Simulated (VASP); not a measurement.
# Te2Mo (P-3m1) in VASP: single point with PBE+D3(BJ)

Aim: the single point of Te2Mo with PBE+D3(BJ).

Everything below comes from runs of VASP 6.6.1. Logs are shortened: lines on timing, memory, paths and dates and some standing lists are left out, and cuts for length are marked.

## 1. The cell of the first run

The typed cell holds 6 atoms: a = 3.497 Å, b = 3.497 Å, c = 13.702 Å, α = 90.00°, β = 90.00°, γ = 120.00°.

## 2. Single point, PBE+D3(BJ), non-collinear spin, zero start, spin-orbit coupling

File INCAR:

```
PREC = Accurate
ENCUT = 500
EDIFF = 1E-6
ISMEAR = 0
SIGMA = 0.02
LREAL = F
LASPH = T
NELM = 200
ALGO = Normal
ISIF = 2
LWAVE = F
LCHARG = F
LNONCOLLINEAR = T
MAGMOM = 0 0 0 0 0 0 0 0 0 0 0 0 0 0 0 0 0 0
LORBIT = 11
LSORBIT = T
GGA_COMPAT = F
LORBMOM = T
LMAXMIX = 4
GGA = PE
IVDW = 12
NBANDS = 68
```

File KPOINTS:

```
regular mesh
0
Gamma
  9 9 2
```

File POSCAR:

```
Te2Mo
1.0
    3.4967380763      0.0000000000      0.0000000000
   -1.7483690381      3.0282640045      0.0000000000
    0.0000000000      0.0000000000     13.7020503281
Te Mo
4 2
Direct
    0.3333333333      0.6666666667      0.1172435443
    0.6666666667      0.3333333333      0.6175254370
    0.6666666667      0.3333333333      0.8827564557
    0.3333333333      0.6666666667      0.3824745630
    0.3333333333      0.6666666667      0.7501434882
    0.6666666667      0.3333333333      0.2498565118
```

Potentials or basis: VASP PAW PBE potentials, release 64 (Te, Mo_sv).

Command:

```bash
cat potpaw_PBE.64/Te/POTCAR potpaw_PBE.64/Mo_sv/POTCAR > POTCAR
mpirun -np 1 vasp_ncl > vasp.out
```

OUTCAR:

```text
PREC = Accurate
   ENCUT = 500
   EDIFF = 1E-6
   ISMEAR = 0
   LREAL = F
   LASPH = T
   NELM = 200
   ISIF = 2
   LNONCOLLINEAR = T
   LORBIT = 11
   LSORBIT = T
   GGA = PE
   IVDW = 12
 IVDW          = 12

 ion  position               nearest neighbor table
   1  0.333  0.667  0.117-   6 2.72   6 2.72   6 2.72   4 3.63
   2  0.667  0.333  0.618-   5 2.72   5 2.72   5 2.72   3 3.63
   3  0.667  0.333  0.883-   5 2.72   5 2.72   5 2.72   2 3.63
   4  0.333  0.667  0.382-   6 2.72   6 2.72   6 2.72   1 3.63
   5  0.333  0.667  0.750-   3 2.72   3 2.72   3 2.72   2 2.72   2 2.72   2 2.72
   6  0.667  0.333  0.250-   1 2.72   1 2.72   1 2.72   4 2.72   4 2.72   4 2.72

  LATTYP: Found a hexagonal cell.
 ALAT       =     3.4967380763
 C/A-ratio  =     3.9185235008

  Lattice vectors:

 A1 = (   3.4967380763,   0.0000000000,   0.0000000000)
 A2 = (  -1.7483690381,   3.0282640045,   0.0000000000)
 A3 = (   0.0000000000,   0.0000000000,  13.7020503281)

Analysis of symmetry for initial positions (statically):
=====================================================================
 Subroutine PRICEL returns:
 Original cell was already a primitive cell.

 Routine SETGRP: Setting up the symmetry group for a
 hexagonal supercell.

 Subroutine GETGRP returns: Found 12 space group operations
 (whereof 12 operations were pure point group operations)
 out of a pool of 24 trial point group operations.

The static configuration has the point symmetry D_3d.

Analysis of symmetry for dynamics (positions and initial velocities):
=====================================================================
 Subroutine PRICEL returns:
 Original cell was already a primitive cell.

 Routine SETGRP: Setting up the symmetry group for a
 hexagonal supercell.

 Subroutine GETGRP returns: Found 12 space group operations
 (whereof 12 operations were pure point group operations)
 out of a pool of 24 trial point group operations.

The dynamic configuration has the point symmetry D_3d.

Analysis of structural, dynamic, and magnetic symmetry:
=====================================================================
 Subroutine PRICEL returns:
 Original cell was already a primitive cell.

 Routine SETGRP: Setting up the symmetry group for a
 hexagonal supercell.

 Subroutine GETGRP returns: Found 12 space group operations
 (whereof 12 operations were pure point group operations)
 out of a pool of 24 trial point group operations.

The overall configuration has the point symmetry D_3d.

 Subroutine INISYM returns: Found 12 space group operations
 (whereof 12 operations are pure point group operations),
 and found     1 'primitive' translations

----------------------------------------------------------------------------------------

                                     Primitive cell

  volume of cell :     145.0916

  direct lattice vectors                    reciprocal lattice vectors
     3.496738076  0.000000000  0.000000000     0.285980814  0.165111100  0.000000000
    -1.748369038  3.028264004  0.000000000     0.000000000  0.330222199  0.000000000
     0.000000000  0.000000000 13.702050328     0.000000000  0.000000000  0.072981778

  length of vectors
     3.496738076  3.496738076 13.702050328     0.330222199  0.330222199  0.072981778

  position of ions in fractional coordinates (direct lattice)
     0.333333333  0.666666667  0.117243544
     0.666666667  0.333333333  0.617525437
     0.666666667  0.333333333  0.882756456
     0.333333333  0.666666667  0.382474563
     0.333333333  0.666666667  0.750143488
     0.666666667  0.333333333  0.249856512

  ion indices of the primitive-cell ions
   primitive index   ion index
                 1           1
                 2           2
                 3           3
                 4           4
                 5           5
                 6           6

----------------------------------------------------------------------------------------

 KPOINTS: regular mesh

Automatic generation of k-mesh.
 Grid dimensions read from file:
 generate k-points for:    9    9    2

 Generating k-lattice:

  Cartesian coordinates                     Fractional coordinates (reciprocal lattice)
     0.031775646  0.018345678  0.000000000     0.111111111 -0.000000000  0.000000000
     0.000000000  0.036691355  0.000000000     0.000000000  0.111111111  0.000000000
     0.000000000  0.000000000  0.036490889     0.000000000  0.000000000  0.500000000

  Length of vectors
     0.036691355  0.036691355  0.036490889

  Shift w.r.t. Gamma in fractional coordinates (k-lattice)
     0.000000000  0.000000000  0.000000000
[... 79 lines left out ...]
   LEPSILON=     F    determine dielectric tensor
   LRPA    =     F    only Hartree local field effects (RPA)
 Gauss-broadening in eV      SIGMA  =   0.02
  energy-cutoff  :      500.00
  volume of cell :      145.09
 maximum number of plane-waves:      7438
 NGX is ok and might be reduce to    28
   NGX = 13   NGY = 13   NGZ = 49

 number of electron      52.0000000 magnetization       0.0000000      0.0000000      0.0000000

 number of electron      51.9999997 magnetization      -0.0000000     -0.0000000      0.0000000

 number of electron      51.9999997 magnetization       0.0000000      0.0000000     -0.0000000

 number of electron      51.9999997 magnetization      -0.0000000     -0.0000000     -0.0000000

 Free energy of the ion-electron system (eV)
  ---------------------------------------------------
  ext. energy  EPLUGINS =         0.00000000
  ---------------------------------------------------
  free energy    TOTEN  =       -36.51067285 eV

  energy without entropy =      -36.51067285  energy(sigma->0) =      -36.51067285

 E-fermi :   8.8531     XC(G=0): -10.6374

 val. band max:        8.6531358844   @ k =   0.0000   0.0000   0.0000
 cond. band min:       9.3029623981   @ k =   0.2222   0.2222   0.0000
 fundamental gap:      0.6498265137
 Fermi energy:         8.8530869287

 k-point     1 :       0.0000    0.0000    0.0000
  band No.  band energies     occupation
      1     -52.2180      1.00000
      2     -52.2180      1.00000
      3     -52.2180      1.00000
      4     -52.2180      1.00000
      5     -27.9345      1.00000
      6     -27.9345      1.00000
[... 1597 lines left out ...]
     63      11.0468      0.00000
     64      11.0468      0.00000
 [bands above 64 left out]

------------------------ aborting loop because EDIFF is reached ----------------------------------------

 Edisp (eV)   -3.32294

 E8    (eV) :    -1.5311

  FORCE on cell =-STRESS in cart. coord.  units (eV):
  Direction    XX          YY          ZZ          XY          YZ          ZX
  --------------------------------------------------------------------------------------
  -------------------------------------------------------------------------------------
  Total       0.06990     0.06990     0.14641     0.00000     0.00000    -0.00000
  in kB       0.77191     0.77191     1.61669     0.00000     0.00000    -0.00000
  external pressure =        1.05 kB  Pullay stress =        0.00 kB

 VOLUME and BASIS-vectors are now :
 -----------------------------------------------------------------------------
  energy-cutoff  :      500.00
  volume of cell :      145.09
      direct lattice vectors                 reciprocal lattice vectors
     3.496738076  0.000000000  0.000000000     0.285980814  0.165111100  0.000000000
    -1.748369038  3.028264004  0.000000000     0.000000000  0.330222199  0.000000000
     0.000000000  0.000000000 13.702050328     0.000000000  0.000000000  0.072981778

 POSITION                                       TOTAL-FORCE (eV/Angst)
 -----------------------------------------------------------------------------------
     -0.00000      2.01884      1.60648         0.000000      0.000000     -0.031070
      1.74837      1.00942      8.46136         0.000000      0.000000     -0.034418
      1.74837      1.00942     12.09557         0.000000     -0.000000      0.031070
     -0.00000      2.01884      5.24069         0.000000      0.000000      0.034418
     -0.00000      2.01884     10.27850        -0.000000     -0.000000     -0.001838
      1.74837      1.00942      3.42355         0.000000      0.000000      0.001838
 -----------------------------------------------------------------------------------
    total drift:                                0.000000     -0.000000      0.000000

  FREE ENERGIE OF THE ION-ELECTRON SYSTEM (eV)
  ---------------------------------------------------
  free  energy   TOTEN  =       -39.8336138774 eV

  energy  without entropy=      -39.8336138774  energy(sigma->0) =      -39.83361388

 orbital moment (x)

 # of ion     p       d       tot
 ----------------------------------------
  1         0.000   0.000   0.000
  2         0.000  -0.000   0.000
  3         0.000   0.000   0.000
  4         0.000  -0.000   0.000
  5        -0.000   0.000   0.000
  6        -0.000   0.000   0.000
 ----------------------------------------
            0.000   0.000   0.000

 orbital moment (y)

 # of ion     p       d       tot
 ----------------------------------------
  1        -0.000   0.000   0.000
  2        -0.000   0.000  -0.000
  3        -0.000   0.000  -0.000
  4        -0.000   0.000  -0.000
  5        -0.000   0.000   0.000
  6        -0.000   0.000   0.000
 ----------------------------------------
           -0.000   0.000  -0.000

 orbital moment (z)

 # of ion     p       d       tot
 ----------------------------------------
  1         0.000   0.000   0.000
  2         0.000   0.000   0.000
  3         0.000   0.000   0.000
  4         0.000  -0.000  -0.000
  5         0.000  -0.000  -0.000
  6         0.000  -0.000  -0.000
 ----------------------------------------
            0.000  -0.000  -0.000

 Spin-Orbit-Coupling matrix elements

 Ion:    1  E_soc:     -0.2010081
 l=   1
     0.0000000    -0.0334558    -0.0331701
    -0.0334558     0.0000000    -0.0334558
    -0.0331701    -0.0334558     0.0000000
 l=   2
     0.0000000    -0.0000282     0.0000000    -0.0000282    -0.0001597
    -0.0000282     0.0000000    -0.0000867     0.0000235    -0.0000282
     0.0000000    -0.0000867     0.0000000    -0.0000867     0.0000000
    -0.0000282     0.0000235    -0.0000867     0.0000000    -0.0000282
    -0.0001597    -0.0000282     0.0000000    -0.0000282     0.0000000
 l=   3
     0.0000000     0.0000000     0.0000000     0.0000000     0.0000000     0.0000000     0.0000000
     0.0000000     0.0000000     0.0000000     0.0000000     0.0000000     0.0000000     0.0000000
     0.0000000     0.0000000     0.0000000     0.0000000     0.0000000     0.0000000     0.0000000
     0.0000000     0.0000000     0.0000000     0.0000000     0.0000000     0.0000000     0.0000000
[... 89 lines left out ...]
 l=   2
     0.0000000    -0.0005933     0.0000000    -0.0005933    -0.0040127
    -0.0005933     0.0000000    -0.0022024    -0.0005627    -0.0005933
     0.0000000    -0.0022024     0.0000000    -0.0022024     0.0000000
    -0.0005933    -0.0005627    -0.0022024     0.0000000    -0.0005933
    -0.0040127    -0.0005933     0.0000000    -0.0005933     0.0000000
 l=   3
     0.0000000     0.0000000     0.0000000     0.0000000     0.0000000     0.0000000     0.0000000
     0.0000000     0.0000000     0.0000000     0.0000000     0.0000000     0.0000000     0.0000000
     0.0000000     0.0000000     0.0000000     0.0000000     0.0000000     0.0000000     0.0000000
     0.0000000     0.0000000     0.0000000     0.0000000     0.0000000     0.0000000     0.0000000
     0.0000000     0.0000000     0.0000000     0.0000000     0.0000000     0.0000000     0.0000000
     0.0000000     0.0000000     0.0000000     0.0000000     0.0000000     0.0000000     0.0000000
     0.0000000     0.0000000     0.0000000     0.0000000     0.0000000     0.0000000     0.0000000

 total charge

# of ion       s       p       d       tot
------------------------------------------
    1        1.387   1.978   0.067   3.432
    2        1.387   1.978   0.067   3.432
    3        1.387   1.978   0.067   3.432
    4        1.387   1.978   0.067   3.432
    5        2.254   6.149   3.997  12.400
    6        2.254   6.149   3.997  12.400
--------------------------------------------------
tot         10.056  20.210   8.260  38.527

 magnetization (x)

# of ion       s       p       d       tot
------------------------------------------
    1        0.000   0.000  -0.000   0.000
    2        0.000  -0.000  -0.000  -0.000
    3        0.000   0.000   0.000   0.000
    4        0.000  -0.000  -0.000  -0.000
    5        0.000   0.000  -0.000  -0.000
    6        0.000   0.000  -0.000  -0.000
--------------------------------------------------
tot          0.000   0.000  -0.000  -0.000

 magnetization (y)

# of ion       s       p       d       tot
------------------------------------------
    1        0.000   0.000   0.000   0.000
    2        0.000  -0.000   0.000   0.000
    3       -0.000   0.000   0.000   0.000
    4        0.000  -0.000  -0.000  -0.000
    5       -0.000   0.000   0.000   0.000
    6       -0.000   0.000   0.000   0.000
--------------------------------------------------
tot          0.000   0.000   0.000   0.000

 magnetization (z)

# of ion       s       p       d       tot
------------------------------------------
    1        0.000   0.000   0.000   0.000
    2        0.000   0.000   0.000   0.000
    3        0.000   0.000   0.000   0.000
    4        0.000   0.000   0.000   0.000
    5        0.000   0.000   0.000   0.000
    6        0.000   0.000   0.000   0.000
--------------------------------------------------
tot          0.000   0.000   0.000   0.000
```

It took 7 min on 1 thread of AMD EPYC 9R45 (Zen 5), shared host; peak memory 0.72 GiB.

What came out:

```
Free energy                                           : -39.8336 eV
Pressure                                              : 0.1 GPa
Largest force                                         : 0.034 eV/Å
Net moment                                            : 0.00 μB per cell
Valence electrons inside the program's atomic spheres : Te 3.43; Mo 12.40
Dispersion energy per atom                            : -0.554 eV
```

Forces in eV/Å, atoms in the order of the input:
```
Te   0.000  0.000 -0.031
Te   0.000  0.000 -0.034
Te   0.000  0.000  0.031
Te   0.000  0.000  0.034
Mo   0.000  0.000 -0.002
Mo   0.000  0.000  0.002
```

Moments on the atoms (μB; x, y, z):
```
Te  0.00 0.00 0.00
Te  0.00 0.00 0.00
Te  0.00 0.00 0.00
Te  0.00 0.00 0.00
Mo  0.00 0.00 0.00
Mo  0.00 0.00 0.00
```
